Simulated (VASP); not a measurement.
# AlN (NiAs type) (P6_3/mmc) in VASP: a series of runs

The runs below take AlN (NiAs type) through single point, with PBE.

Program: VASP 6.6.1. These are calculated values, not measurements. Logs are shortened: lines on timing, memory, paths and dates and some standing lists are left out, and cuts for length are marked.

**1. The cell of the first run**

Symmetry: P6_3/mmc, No. 194, hexagonal system. The conventional cell has a = 2.781 Å, b = 2.781 Å, c = 4.774 Å, α = 90.00°, β = 90.00°, γ = 120.00°. Al (site symmetry -3m) has 6 N at 2.00 Å and 2 Al at 2.39 Å within 2.7 Å. Within 2.7 Å of N (site symmetry -6m2) lie 6 Al at 2.00 Å.

**2. Single point, PBE**

INCAR reads:

```
SYSTEM = AlN
  PREC = Accurate
  ENCUT = 520
  EDIFF = 1E-6
  ISMEAR = -1
  SIGMA = 0.08
  LREAL = .False.
  LASPH = .True.
  NELM = 100
  ALGO = Normal
  ISIF = 2
  LWAVE = .False.
  LCHARG = .True.
  GGA = PE
  LELF = .True.
  LVHAR = .True.
  NBANDS = 16
```

KPOINTS reads:

```
regular mesh
0
Gamma
  12 12 7
  0 0 0
```

POSCAR reads:

```
AlN
1.0
    2.7814421008      0.0000000000      0.0000000000
   -1.3907210504      2.4087995184      0.0000000000
    0.0000000000      0.0000000000      4.7737936944
Al N
2 2
Direct
    0.0000000000      0.0000000000      0.0000000000
    0.0000000000      0.0000000000      0.5000000000
    0.3333333333      0.6666666667      0.2500000000
    0.6666666667      0.3333333333      0.7500000000
```

Potentials or basis: VASP PAW PBE potentials, release 64 (Al, N).

Launch:

```sh
cat potpaw_PBE.64/Al/POTCAR potpaw_PBE.64/N/POTCAR > POTCAR
mpirun -np 1 vasp_std > vasp.out
```

OUTCAR:

```text
SYSTEM = AlN
   PREC = Accurate
   ENCUT = 520
   EDIFF = 1E-6
   ISMEAR = -1
   LREAL = .False.
   LASPH = .True.
   NELM = 100
   ISIF = 2
   GGA = PE

 ion  position               nearest neighbor table
   1  0.000  0.000  0.000-   3 2.00   4 2.00   3 2.00   4 2.00   4 2.00   3 2.00   2 2.39   2 2.39

   2  0.000  0.000  0.500-   3 2.00   4 2.00   3 2.00   4 2.00   4 2.00   3 2.00   1 2.39   1 2.39

   3  0.333  0.667  0.250-   1 2.00   2 2.00   1 2.00   2 2.00   1 2.00   2 2.00
   4  0.667  0.333  0.750-   1 2.00   2 2.00   1 2.00   2 2.00   1 2.00   2 2.00

  LATTYP: Found a hexagonal cell.
 ALAT       =     2.7814421008
 C/A-ratio  =     1.7163016599

  Lattice vectors:

 A1 = (   2.7814421008,   0.0000000000,   0.0000000000)
 A2 = (  -1.3907210504,   2.4087995184,   0.0000000000)
 A3 = (   0.0000000000,   0.0000000000,   4.7737936944)

Analysis of symmetry for initial positions (statically):
=====================================================================
 Subroutine PRICEL returns:
 Original cell was already a primitive cell.

 Routine SETGRP: Setting up the symmetry group for a
 hexagonal supercell.

 Subroutine GETGRP returns: Found 24 space group operations
 (whereof 12 operations were pure point group operations)
 out of a pool of 24 trial point group operations.

The static configuration has the point symmetry D_3d.
 The point group associated with its full space group is D_6h.

Analysis of symmetry for dynamics (positions and initial velocities):
=====================================================================
 Subroutine PRICEL returns:
 Original cell was already a primitive cell.

 Routine SETGRP: Setting up the symmetry group for a
 hexagonal supercell.

 Subroutine GETGRP returns: Found 24 space group operations
 (whereof 12 operations were pure point group operations)
 out of a pool of 24 trial point group operations.

The dynamic configuration has the point symmetry D_3d.
 The point group associated with its full space group is D_6h.

 Subroutine INISYM returns: Found 24 space group operations
 (whereof 12 operations are pure point group operations),
 and found     1 'primitive' translations

----------------------------------------------------------------------------------------

                                     Primitive cell

  volume of cell :      31.9841

  direct lattice vectors                    reciprocal lattice vectors
     2.781442101  0.000000000  0.000000000     0.359525729  0.207572277  0.000000000
    -1.390721050  2.408799518  0.000000000     0.000000000  0.415144553  0.000000000
     0.000000000  0.000000000  4.773793694     0.000000000  0.000000000  0.209477004

  length of vectors
     2.781442101  2.781442101  4.773793694     0.415144553  0.415144553  0.209477004

  position of ions in fractional coordinates (direct lattice)
     0.000000000  0.000000000  0.000000000
     0.000000000  0.000000000  0.500000000
     0.333333333  0.666666667  0.250000000
     0.666666667  0.333333333  0.750000000

  ion indices of the primitive-cell ions
   primitive index   ion index
                 1           1
                 2           2
                 3           3
                 4           4

----------------------------------------------------------------------------------------

 KPOINTS: regular mesh

Automatic generation of k-mesh.
 Grid dimensions read from file:
 generate k-points for:   12   12    7

 Generating k-lattice:

  Cartesian coordinates                     Fractional coordinates (reciprocal lattice)
     0.029960477  0.017297690  0.000000000     0.083333333  0.000000000  0.000000000
     0.000000000  0.034595379  0.000000000     0.000000000  0.083333333  0.000000000
     0.000000000  0.000000000  0.029925286     0.000000000  0.000000000  0.142857143

  Length of vectors
     0.034595379  0.034595379  0.029925286

  Shift w.r.t. Gamma in fractional coordinates (k-lattice)
     0.000000000  0.000000000  0.000000000

 Subroutine IBZKPT returns following result:
 ===========================================

 Found     76 irreducible k-points:

 Following reciprocal coordinates:
            Coordinates               Weight
  0.000000  0.000000  0.000000      1.000000
  0.083333  0.000000  0.000000      6.000000
  0.166667  0.000000  0.000000      6.000000
  0.250000  0.000000  0.000000      6.000000
  0.333333  0.000000  0.000000      6.000000
  0.416667  0.000000  0.000000      6.000000
[... 16 lines left out ...]
  0.250000  0.000000  0.142857     12.000000
  0.333333  0.000000  0.142857     12.000000
 [... further k-points ...]
   k-points           NKPTS =     76   k-points in BZ     NKDIM =     76   number of bands    NBANDS=     16
   number of dos      NEDOS =    301   number of ions     NIONS =      4
   total plane-waves  NPLWV =  20736
   dimension x,y,z NGX =    24 NGY =   24 NGZ =   36
   dimension x,y,z NGXF=    48 NGYF=   48 NGZF=   72
   ions per type =               2   2
   NGX,Y,Z   is equivalent  to a cutoff of  14.34, 14.34, 12.54 a.u.
   NGXF,Y,Z  is equivalent  to a cutoff of  28.69, 28.69, 25.07 a.u.
 SYSTEM =  AlN
   PREC   = accura    normal or accurate (medium, high low for compatibility)
   ISTART =      0    job   : 0-new  1-cont  2-samecut
   ICHARG =      2    charge: 1-file 2-atom 10-const
   ISPIN  =      1    spin polarized calculation?
   LNONCOLLINEAR =      F non collinear calculations
   LSORBIT =      F    spin-orbit coupling
   LASPH  =      T    aspherical Exc in radial PAW
   ENCUT  =  520.0 eV  38.22 Ry    6.18 a.u.   5.17  5.17  8.88*2*pi/ulx,y,z
   NELM   =    100;   NELMIN=  2; NELMDL= -5     # of ELM steps
   EDIFF  = 0.1E-05   stopping-criterion for ELM
   LREAL  =      F    real-space projection
   EDIFFG = 0.1E-04   stopping-criterion for IOM
   NSW    =      0    number of steps for IOM
   IBRION =     -1    ionic relax: 0-MD 1-quasi-New 2-CG
   NFREE  =      0    steps in history (QN), initial steepest desc. (CG)
   ISIF   =      2    stress and relaxation
   ISYM   =      2    0-nonsym 1-usesym 2-fastsym
   POTIM  = 0.5000    time-step for ionic-motion
   TEBEG  =    0.0;   TEEND  =   0.0 temperature during run
   PSTRESS=    0.0 pullay stress
   NELECT =      16.0000    total number of electrons
   NUPDOWN=      -1.0000    fix difference up-down
   EMIN   =  10.00;   EMAX   =-10.00  energy-range for DOS
   EFERMI =   0.00;   METHOD = LEGACY
   ISMEAR =    -1;   SIGMA  =   0.08  broadening in eV -4-tet -1-fermi 0-gaus
   EFERMI_NEDOS =   21; number of points for ismear=-14 and -15
   IALGO  =     38    algorithm
   IMIX   =      4    mixing-type and parameters
     AMIX     =   0.40;   BMIX     =  1.00
     AMIX_MAG =   1.60;   BMIX_MAG =  1.00
  volume/ion in A,a.u.               =       8.00        53.96
  Fermi-wavevector in a.u.,A,eV,Ry     =   1.299581  2.455852 22.979029  1.688911
  Thomas-Fermi vector in A             =   2.430836
   LORBIT       =      0    0 simple, 1 ext, 2 COOP (PROOUT), +10 PAW based schemes
   GGA     = PE    functional components
   LHFCALC =     F    Hartree Fock is set to
   AEXX    =    0.0000 exact exchange contribution
   IVDW    =     0    specifies the selected vdW correction
   LEPSILON=     F    determine dielectric tensor
   LRPA    =     F    only Hartree local field effects (RPA)
 non-spin polarized calculation
  energy-cutoff  :      520.00
  volume of cell :       31.98
 maximum number of plane-waves:       871
 NGX is ok and might be reduce to    24
   NGX = 11   NGY = 11   NGZ = 17

 number of electron      15.9999998 magnetization

 Free energy of the ion-electron system (eV)
  ---------------------------------------------------
  ext. energy  EPLUGINS =         0.00000000
  ---------------------------------------------------
  free energy    TOTEN  =       -28.30609287 eV

  energy without entropy =      -28.30609287  energy(sigma->0) =      -28.30609287

 E-fermi :  12.0395     XC(G=0): -12.4167

 val. band max:       10.4993664653   @ k =   0.0000   0.0000   0.0000
 cond. band min:      15.7232046772   @ k =   0.5000   0.0000   0.2857
 fundamental gap:      5.2238382119
 Fermi energy:        12.0395029323

 k-point     1 :       0.0000    0.0000    0.0000
  band No.  band energies     occupation
      1      -7.5068      2.00000
      2      -4.4185      2.00000
      3       1.5123      2.00000
      4       9.5672      2.00000
      5       9.5672      2.00000
      6       9.8457      2.00000
[... 8 lines left out ...]
     15      24.0844      0.00000
     16      24.0844      0.00000

 k-point     2 :       0.0833    0.0000    0.0000
  band No.  band energies     occupation
      1      -7.3709      2.00000
      2      -4.3252      2.00000
      3       1.6566      2.00000
      4       8.9163      2.00000
      5       9.4056      2.00000
      6       9.7925      2.00000
[... 8 lines left out ...]
     15      23.7410      0.00000
     16      24.0880      0.00000

 k-point     3 :       0.1667    0.0000    0.0000
  band No.  band energies     occupation
      1      -6.9700      2.00000
      2      -4.0593      2.00000
      3       2.0819      2.00000
      4       7.4031      2.00000
      5       8.5782      2.00000
      6       9.0160      2.00000
[... 8 lines left out ...]
     15      23.7511      0.00000
     16      24.4920      0.00000

 k-point     4 :       0.2500    0.0000    0.0000
  band No.  band energies     occupation
      1      -6.3278      2.00000
      2      -3.6724      2.00000
      3       2.7634      2.00000
      4       5.6476      2.00000
      5       7.0440      2.00000
      6       8.5633      2.00000
[... 8 lines left out ...]
     15      22.8747      0.00000
     16      25.9167      0.00000
[... 324 lines left out ...]
 k-point    22 :       0.1667    0.0000    0.1429
  band No.  band energies     occupation
      1      -6.8732      2.00000
      2      -4.3030      2.00000
      3       2.4711      2.00000
      4       7.4740      2.00000
      5       8.3138      2.00000
      6       9.0676      2.00000
[... 8 lines left out ...]
     15      23.5809      0.00000
     16      24.8611      0.00000

 k-point    23 :       0.2500    0.0000    0.1429
  band No.  band energies     occupation
      1      -6.2360      2.00000
      2      -3.8809      2.00000
      3       3.0603      2.00000
      4       5.7741      2.00000
      5       6.8329      2.00000
      6       8.6191      2.00000
[... 8 lines left out ...]
     15      23.0302      0.00000
     16      25.8983      0.00000

 k-point    24 :       0.3333    0.0000    0.1429
  band No.  band energies     occupation
      1      -5.4140      2.00000
      2      -3.4391      2.00000
      3       3.4664      2.00000
      4       4.5827      2.00000
      5       5.3827      2.00000
      6       8.2288      2.00000
[... 8 lines left out ...]
     15      23.1616      0.00000
     16      26.6432      0.00000

 [... further k-points ...]
[... 5 lines left out ...]
  --------------------------------------------------------------------------------------
  -------------------------------------------------------------------------------------
  Total        4.1320098      4.1320098      4.1073133      0.0000000     -0.0000000      0.0000000
  in kB      206.9843913    206.9843913    205.7472729      0.0000000     -0.0000000      0.0000000
  external PRESSURE =     206.5720185 kB  Pullay stress =       0.0000000 kB

 VOLUME and BASIS-vectors are now :
 -----------------------------------------------------------------------------
  energy-cutoff  :      520.00
  volume of cell :       31.98
      direct lattice vectors                 reciprocal lattice vectors
     2.781442101  0.000000000  0.000000000     0.359525729  0.207572277  0.000000000
    -1.390721050  2.408799518  0.000000000     0.000000000  0.415144553  0.000000000
     0.000000000  0.000000000  4.773793694     0.000000000  0.000000000  0.209477004

 POSITION                                       TOTAL-FORCE (eV/Angst)
 -----------------------------------------------------------------------------------
      0.00000      0.00000      0.00000        -0.000000      0.000000     -0.000000
      0.00000      0.00000      2.38690        -0.000000      0.000000     -0.000000
     -0.00000      1.60587      1.19345         0.000000      0.000000     -0.000000
      1.39072      0.80293      3.58035         0.000000     -0.000000      0.000000
 -----------------------------------------------------------------------------------
    total drift:                               -0.000000      0.000000     -0.000000

  FREE ENERGIE OF THE ION-ELECTRON SYSTEM (eV)
  ---------------------------------------------------
  free  energy   TOTEN  =       -28.3060928678 eV

  energy  without entropy=      -28.3060928677  energy(sigma->0) =      -28.30609287
```

Wall time 16 s (1 thread of Intel Xeon 6975P-C (Granite Rapids), shared host); peak memory 0.16 GiB.

Results:

```
Free energy            : -28.3061 eV
Pressure               : 20.7 GPa
Band gap on the k mesh : 5.22 eV, indirect (least direct gap 5.87 eV)
```

A k mesh can miss the band edges. A hybrid or GW would open this gap; PBE tends to underestimate it.

[end of part 1 of 2]
